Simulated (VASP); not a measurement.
# HfN (F222) in VASP: further runs

HfN is run at these levels: PBEsol; tasks: single point.

Everything below comes from runs of VASP 6.6.1. Logs are shortened: lines on timing, memory, paths and dates and some standing lists are left out, and cuts for length are marked.

### 1 The cell of the first run

Symmetry: F222, No. 22, orthorhombic system. The conventional cell has a = 4.137 Å, b = 4.867 Å, c = 5.597 Å, α = 90.00°, β = 90.00°, γ = 90.00°. Hf (site symmetry 222) has 4 N at 2.12 Å within 2.8 Å. Within 2.8 Å of N (site symmetry 222) lie 4 Hf at 2.12 Å.

### 2 Single point, PBEsol (strain -0.1500 x Voigt [1, -1, 0, 0, 0, 0])

INCAR reads:

```
SYSTEM = HfN
ALGO     = Fast           ! electronic algorithm
EDIFF    = 1E-6           ! SCF threshold, eV
ENCUT    = 520            ! plane-wave cutoff, eV
GGA      = PS             ! functional
ISIF     = 2              ! what is computed and relaxed
ISMEAR   = 0              ! smearing method
LASPH    = .True.         ! aspherical terms in the spheres
LCHARG   = .False.        ! write CHGCAR
LREAL    = .False.        ! projectors in reciprocal space
LWAVE    = .False.        ! write WAVECAR
NBANDS   = 14             ! bands
NELM     = 100            ! most SCF steps
PREC     = Accurate       ! precision mode
SIGMA    = 0.15           ! smearing width, eV
```

KPOINTS reads:

```
k-points
0
Gamma
  22 22 22
  0 0 0
```

POSCAR reads:

```
HfN
1.0
    0.0000000000      2.7985642027      2.4335340893
    2.0685039759      0.0000000000      2.4335340893
    2.0685039759      2.7985642027      0.0000000000
Hf N
1 1
Direct
    0.0000000000      0.0000000000      0.0000000000
    0.7500000000      0.7500000000      0.7500000000
```

Potentials or basis: VASP PAW PBE potentials, release 64 (Hf_pv, N).

Launch:

```bash
$ cat potpaw_PBE.64/Hf_pv/POTCAR potpaw_PBE.64/N/POTCAR > POTCAR
$ mpirun -np 1 vasp_std > vasp.out
```

OUTCAR:

```text
SYSTEM = HfN
   EDIFF = 1E-6
   ENCUT = 520
   GGA = PS
   ISIF = 2
   ISMEAR = 0
   LASPH = .True.
   LREAL = .False.
   NELM = 100
   PREC = Accurate

 ion  position               nearest neighbor table
   1  0.000  0.000  0.000-   2 2.12   2 2.12   2 2.12   2 2.12
   2  0.750  0.750  0.750-   1 2.12   1 2.12   1 2.12   1 2.12

  LATTYP: Found a face centered orthorhombic cell.
 ALAT       =     4.1370079518
 B/A-ratio  =     1.1764705882
 C/A-ratio  =     1.3529411765

  Lattice vectors:

 A1 = (   0.0000000000,   2.7985642027,  -2.4335340893)
 A2 = (   2.0685039759,   2.7985642027,   0.0000000000)
 A3 = (   2.0685039759,   0.0000000000,  -2.4335340893)

Analysis of symmetry for initial positions (statically):
=====================================================================
 Subroutine PRICEL returns:
 Original cell was already a primitive cell.

 Routine SETGRP: Setting up the symmetry group for a
 face centered orthorhombic supercell.

 Subroutine GETGRP returns: Found  4 space group operations
 (whereof  4 operations were pure point group operations)
 out of a pool of  8 trial point group operations.

The static configuration has the point symmetry D_2 .

Analysis of symmetry for dynamics (positions and initial velocities):
=====================================================================
 Subroutine PRICEL returns:
 Original cell was already a primitive cell.

 Routine SETGRP: Setting up the symmetry group for a
 face centered orthorhombic supercell.

 Subroutine GETGRP returns: Found  4 space group operations
 (whereof  4 operations were pure point group operations)
 out of a pool of  8 trial point group operations.

The dynamic configuration has the point symmetry D_2 .

 Subroutine INISYM returns: Found  4 space group operations
 (whereof  4 operations are pure point group operations),
 and found     1 'primitive' translations

----------------------------------------------------------------------------------------

                                     Primitive cell

  volume of cell :      28.1747

  direct lattice vectors                    reciprocal lattice vectors
     0.000000000  2.798564203  2.433534089    -0.241720589  0.178663044  0.205462501
     2.068503976  0.000000000  2.433534089     0.241720589 -0.178663044  0.205462501
     2.068503976  2.798564203  0.000000000     0.241720589  0.178663044 -0.205462501

  length of vectors
     3.708645273  3.193868636  3.480038835     0.364093622  0.364093622  0.364093622

  position of ions in fractional coordinates (direct lattice)
     0.000000000  0.000000000  0.000000000
     0.750000000  0.750000000  0.750000000

  ion indices of the primitive-cell ions
   primitive index   ion index
                 1           1
                 2           2

----------------------------------------------------------------------------------------

 KPOINTS: k-points

Automatic generation of k-mesh.
 Grid dimensions read from file:
 generate k-points for:   22   22   22

 Generating k-lattice:

  Cartesian coordinates                     Fractional coordinates (reciprocal lattice)
    -0.010987300  0.008121047  0.009339205     0.045454545  0.000000000  0.000000000
     0.010987300 -0.008121047  0.009339205    -0.000000000  0.045454545 -0.000000000
     0.010987300  0.008121047 -0.009339205     0.000000000 -0.000000000  0.045454545

  Length of vectors
     0.016549710  0.016549710  0.016549710

  Shift w.r.t. Gamma in fractional coordinates (k-lattice)
     0.000000000  0.000000000  0.000000000

 Subroutine IBZKPT returns following result:
 ===========================================

 Found   1530 irreducible k-points:

 Following reciprocal coordinates:
            Coordinates               Weight
  0.000000  0.000000  0.000000      1.000000
  0.045455 -0.000000  0.000000      8.000000
  0.090909 -0.000000  0.000000      8.000000
  0.136364  0.000000  0.000000      8.000000
  0.181818  0.000000  0.000000      8.000000
  0.227273  0.000000 -0.000000      8.000000
[... 16 lines left out ...]
  0.500000  0.045455 -0.000000      8.000000
 -0.454545  0.045455 -0.000000      8.000000
 [... further k-points ...]
   k-points           NKPTS =   1530   k-points in BZ     NKDIM =   1530   number of bands    NBANDS=     14
   number of dos      NEDOS =    301   number of ions     NIONS =      2
   total plane-waves  NPLWV =  18816
   dimension x,y,z NGX =    28 NGY =   24 NGZ =   28
   dimension x,y,z NGXF=    56 NGYF=   48 NGZF=   56
   ions per type =               1   1
   NGX,Y,Z   is equivalent  to a cutoff of  12.55, 12.49, 13.38 a.u.
   NGXF,Y,Z  is equivalent  to a cutoff of  25.10, 24.98, 26.75 a.u.
 SYSTEM =  HfN
   PREC   = accura    normal or accurate (medium, high low for compatibility)
   ISTART =      0    job   : 0-new  1-cont  2-samecut
   ICHARG =      2    charge: 1-file 2-atom 10-const
   ISPIN  =      1    spin polarized calculation?
   LNONCOLLINEAR =      F non collinear calculations
   LSORBIT =      F    spin-orbit coupling
   LASPH  =      T    aspherical Exc in radial PAW
   ENCUT  =  520.0 eV  38.22 Ry    6.18 a.u.   6.90  5.94  6.47*2*pi/ulx,y,z
   NELM   =    100;   NELMIN=  2; NELMDL= -5     # of ELM steps
   EDIFF  = 0.1E-05   stopping-criterion for ELM
   LREAL  =      F    real-space projection
   EDIFFG = 0.1E-04   stopping-criterion for IOM
   NSW    =      0    number of steps for IOM
   IBRION =     -1    ionic relax: 0-MD 1-quasi-New 2-CG
   NFREE  =      0    steps in history (QN), initial steepest desc. (CG)
   ISIF   =      2    stress and relaxation
   ISYM   =      2    0-nonsym 1-usesym 2-fastsym
   POTIM  = 0.5000    time-step for ionic-motion
   TEBEG  =    0.0;   TEEND  =   0.0 temperature during run
   PSTRESS=    0.0 pullay stress
   NELECT =      15.0000    total number of electrons
   NUPDOWN=      -1.0000    fix difference up-down
   EMIN   =  10.00;   EMAX   =-10.00  energy-range for DOS
   EFERMI =   0.00;   METHOD = LEGACY
   ISMEAR =     0;   SIGMA  =   0.15  broadening in eV -4-tet -1-fermi 0-gaus
   EFERMI_NEDOS =   21; number of points for ismear=-14 and -15
   IALGO  =     68    algorithm
   IMIX   =      4    mixing-type and parameters
     AMIX     =   0.40;   BMIX     =  1.00
     AMIX_MAG =   1.60;   BMIX_MAG =  1.00
  volume/ion in A,a.u.               =      14.09        95.07
  Fermi-wavevector in a.u.,A,eV,Ry     =   1.326841  2.507366 23.953154  1.760507
  Thomas-Fermi vector in A             =   2.456198
   LORBIT       =      0    0 simple, 1 ext, 2 COOP (PROOUT), +10 PAW based schemes
   GGA     = PS    functional components
   LHFCALC =     F    Hartree Fock is set to
   AEXX    =    0.0000 exact exchange contribution
   IVDW    =     0    specifies the selected vdW correction
   LEPSILON=     F    determine dielectric tensor
   LRPA    =     F    only Hartree local field effects (RPA)
 non-spin polarized calculation
 RMM-DIIS sequential band-by-band and
 Gauss-broadening in eV      SIGMA  =   0.15
  energy-cutoff  :      520.00
  volume of cell :       28.17
 maximum number of plane-waves:       781
   NGX = 13   NGY = 11   NGZ = 13

 number of electron      15.0000001 magnetization

 Free energy of the ion-electron system (eV)
  ---------------------------------------------------
  ext. energy  EPLUGINS =         0.00000000
  ---------------------------------------------------
  free energy    TOTEN  =       -21.77416602 eV

  energy without entropy =      -21.76245711  energy(sigma->0) =      -21.76831156

 E-fermi :   6.0687     XC(G=0): -11.6691

 val. band max:        6.0682597348   @ k =   0.5000   0.2273   0.1364
 cond. band min:       6.0697247211   @ k =  -0.4545   0.2273   0.0909
 fundamental gap:      0.0014649862
 Fermi energy:         6.0686925865

 k-point     1 :       0.0000    0.0000    0.0000
  band No.  band energies     occupation
      1     -24.9667      2.00000
      2     -24.9445      2.00000
      3     -24.8771      2.00000
      4     -10.2156      2.00000
      5       0.4243      2.00000
      6       1.0082      2.00000
      7       1.2082      2.00000
      8       4.7673      2.00000
      9       7.1623      0.00000
     10       9.6351      0.00000
     11      10.1414      0.00000
     12      12.5979      0.00000
     13      14.4191      0.00000
     14      18.6362      0.00000

 k-point     2 :       0.0455   -0.0000    0.0000
  band No.  band energies     occupation
      1     -24.9733      2.00000
      2     -24.9474      2.00000
      3     -24.8829      2.00000
      4     -10.1864      2.00000
      5       0.4118      2.00000
      6       0.9827      2.00000
      7       1.1968      2.00000
      8       4.8608      2.00000
      9       7.1921      0.00000
     10       9.5553      0.00000
     11      10.2138      0.00000
     12      12.6270      0.00000
     13      14.3728      0.00000
     14      18.6224      0.00000

 k-point     3 :       0.0909   -0.0000    0.0000
  band No.  band energies     occupation
      1     -24.9988      2.00000
      2     -24.9537      2.00000
      3     -24.8958      2.00000
      4     -10.1016      2.00000
      5       0.3546      2.00000
      6       0.9008      2.00000
      7       1.2181      2.00000
      8       5.1016      2.00000
      9       7.2905      0.00000
     10       9.3768      0.00000
     11      10.3769      0.00000
     12      12.6791      0.00000
     13      14.2626      0.00000
     14      18.4913      0.00000

 k-point     4 :       0.1364    0.0000    0.0000
  band No.  band energies     occupation
      1     -25.0480      2.00000
      2     -24.9622      2.00000
      3     -24.9080      2.00000
      4      -9.9700      2.00000
      5       0.2202      2.00000
      6       0.8326      2.00000
      7       1.2931      2.00000
      8       5.4118      2.00000
      9       7.4674      0.00000
     10       9.1803      0.00000
     11      10.5540      0.00000
     12      12.6980      0.00000
     13      14.1440      0.00000
     14      17.9142      0.00000

 k-point     5 :       0.1818    0.0000    0.0000
  band No.  band energies     occupation
      1     -25.1164      2.00000
      2     -24.9739      2.00000
      3     -24.9164      2.00000
      4      -9.8049      2.00000
      5       0.0397      2.00000
      6       0.8110      2.00000
      7       1.4019      2.00000
      8       5.7387      1.99814
      9       7.6961      0.00000
     10       9.0230      0.00000
     11      10.6793      0.00000
[... 276 lines left out ...]
 k-point    22 :       0.4545    0.0455   -0.0000
  band No.  band energies     occupation
      1     -25.5016      2.00000
      2     -25.0485      2.00000
      3     -24.9387      2.00000
      4      -8.9782      2.00000
      5       0.0128      2.00000
      6       0.6394      2.00000
      7       1.8796      2.00000
      8       7.1338      0.00000
      9       8.2279      0.00000
     10       9.3353      0.00000
     11      10.2378      0.00000
     12      11.9601      0.00000
     13      13.0106      0.00000
     14      15.4249      0.00000

 k-point    23 :       0.5000    0.0455   -0.0000
  band No.  band energies     occupation
      1     -25.5170      2.00000
      2     -25.0547      2.00000
      3     -24.9389      2.00000
      4      -8.9449      2.00000
      5       0.1141      2.00000
      6       0.5783      2.00000
      7       1.8654      2.00000
      8       7.1775      0.00000
      9       8.4259      0.00000
     10       9.5210      0.00000
     11       9.9297      0.00000
     12      11.7870      0.00000
     13      12.8809      0.00000
     14      15.6771      0.00000

 k-point    24 :      -0.4545    0.0455   -0.0000
  band No.  band energies     occupation
      1     -25.5103      2.00000
      2     -25.0561      2.00000
      3     -24.9388      2.00000
      4      -8.9521      2.00000
      5       0.1129      2.00000
      6       0.5706      2.00000
      7       1.8562      2.00000
      8       7.2347      0.00000
      9       8.5335      0.00000
     10       9.3243      0.00000
     11       9.9680      0.00000
     12      11.7544      0.00000
     13      12.9562      0.00000
     14      15.6604      0.00000

 [... further k-points ...]

------------------------ aborting loop because EDIFF is reached ----------------------------------------

  FORCE on cell =-STRESS in cart. coord.  units (eV):
  Direction    XX          YY          ZZ          XY          YZ          ZX
  --------------------------------------------------------------------------------------
  -------------------------------------------------------------------------------------
  Total        1.8757602     -3.3441238      1.0664579      0.0000000      0.0000000      0.0000000
  in kB      106.6666951   -190.1664369     60.6450331      0.0000000      0.0000000      0.0000000
  external PRESSURE =      -7.6182362 kB  Pullay stress =       0.0000000 kB

 VOLUME and BASIS-vectors are now :
 -----------------------------------------------------------------------------
  energy-cutoff  :      520.00
  volume of cell :       28.17
      direct lattice vectors                 reciprocal lattice vectors
     0.000000000  2.798564203  2.433534089    -0.241720589  0.178663044  0.205462501
     2.068503976  0.000000000  2.433534089     0.241720589 -0.178663044  0.205462501
     2.068503976  2.798564203  0.000000000     0.241720589  0.178663044 -0.205462501

 POSITION                                       TOTAL-FORCE (eV/Angst)
 -----------------------------------------------------------------------------------
      0.00000      0.00000      0.00000         0.000000      0.000000     -0.000000
      3.10276      4.19785      3.65030        -0.000000     -0.000000      0.000000
 -----------------------------------------------------------------------------------
    total drift:                                0.000001      0.000002      0.000001

  FREE ENERGIE OF THE ION-ELECTRON SYSTEM (eV)
  ---------------------------------------------------
  free  energy   TOTEN  =       -21.7741660238 eV

  energy  without entropy=      -21.7624571057  energy(sigma->0) =      -21.76831156
```

Wall time 13 min (1 thread of Oxide Virtual Turin-like, shared host); peak memory 0.65 GiB.

Results:

* Free energy: -21.7742 eV
* Pressure: -0.8 GPa
* Band gap on the k mesh: zero (an odd number of electrons rules out a gap without spin polarisation)

Stress tensor (GPa, compression positive):
```
 10.67   0.00   0.00
  0.00 -19.02   0.00
  0.00   0.00   6.06
```

Caveat: the cell differs from its parent crystal (strain -0.1500 x Voigt [1, -1, 0, 0, 0, 0]); the stress differs along the axes, from -19 to 11 GPa; the PAW data sets were made with another functional, which shifts forces and pressure a little; spin-orbit coupling is left out, which moves the levels of the heavy elements.

### 3 Single point, PBEsol (strain +0.1125 x Voigt [1, -1, 0, 0, 0, 0])

INCAR reads:

```
PREC = Accurate
ENCUT = 520
EDIFF = 1E-6
ISMEAR = 0
SIGMA = 0.15
LREAL = F
LASPH = T
NELM = 80
ALGO = Fast
ISIF = 2
LWAVE = F
LCHARG = T
GGA = PS
LELF = T
LVHAR = T
NBANDS = 14
```

KPOINTS reads:

```
Automatic mesh
0
Gamma
  22 22 22
```

POSCAR reads:

```
HfN
1.0
    0.0000000000      2.1597615043      2.4335340893
    2.7073066743      0.0000000000      2.4335340893
    2.7073066743      2.1597615043      0.0000000000
Hf N
1 1
Direct
    0.0000000000      0.0000000000      0.0000000000
    0.7500000000      0.7500000000      0.7500000000
```

Potentials or basis: VASP PAW PBE potentials, release 64 (Hf_pv, N).

Launch:

```bash
$ cat potpaw_PBE.64/Hf_pv/POTCAR potpaw_PBE.64/N/POTCAR > POTCAR
$ mpirun -np 1 vasp_std > vasp.out
```

Run time: 12 min. Hardware: 1 thread of Oxide Virtual Turin-like, shared host; peak memory 0.65 GiB.

Results (log left out):

| Property | Result |
| --- | --- |
| Free energy | -21.9622 eV |
| Pressure | -0.7 GPa |
| Band gap on the k mesh | zero (an odd number of electrons rules out a gap without spin polarisation) |

Stress tensor (GPa, compression positive):
```
-16.29   0.00   0.00
  0.00  10.88   0.00
  0.00   0.00   3.37
```

Levels at points of the mesh, in eV from the Fermi level:
| k point | band 4 | band 5 | band 6 | band 7 | band 8 | band 9 | band 10 | band 11 | band 12 | band 13 |
| --- | --- | --- | --- | --- | --- | --- | --- | --- | --- | --- |
| (0.00, 0.00, 0.00) | -16.27 | -5.71 | -5.29 | -5.10 | -0.99 | 1.19 | 3.34 | 4.74 | 6.62 | 8.18 |
| (0.50, 0.00, 0.00) | -15.06 | -5.89 | -5.41 | -4.40 | 1.30 | 2.60 | 3.31 | 3.70 | 5.53 | 6.31 |
| (0.50, 0.50, 0.00) | -14.58 | -7.15 | -4.17 | -3.41 | -1.09 | 0.96 | 4.85 | 5.21 | 5.26 | 10.44 |
| (0.50, 0.00, 0.50) | -14.83 | -6.84 | -4.09 | -3.79 | -0.30 | 1.73 | 4.42 | 4.71 | 5.11 | 11.65 |
| (0.00, 0.50, 0.50) | -14.53 | -7.36 | -3.45 | -3.12 | -1.77 | 1.48 | 4.40 | 4.55 | 4.75 | 8.53 |

Caveat: the cell differs from its parent crystal (strain +0.1125 x Voigt [1, -1, 0, 0, 0, 0]); the stress differs along the axes, from -16 to 11 GPa; the PAW data sets were made with another functional, which shifts forces and pressure a little; spin-orbit coupling is left out, which moves the levels of the heavy elements.
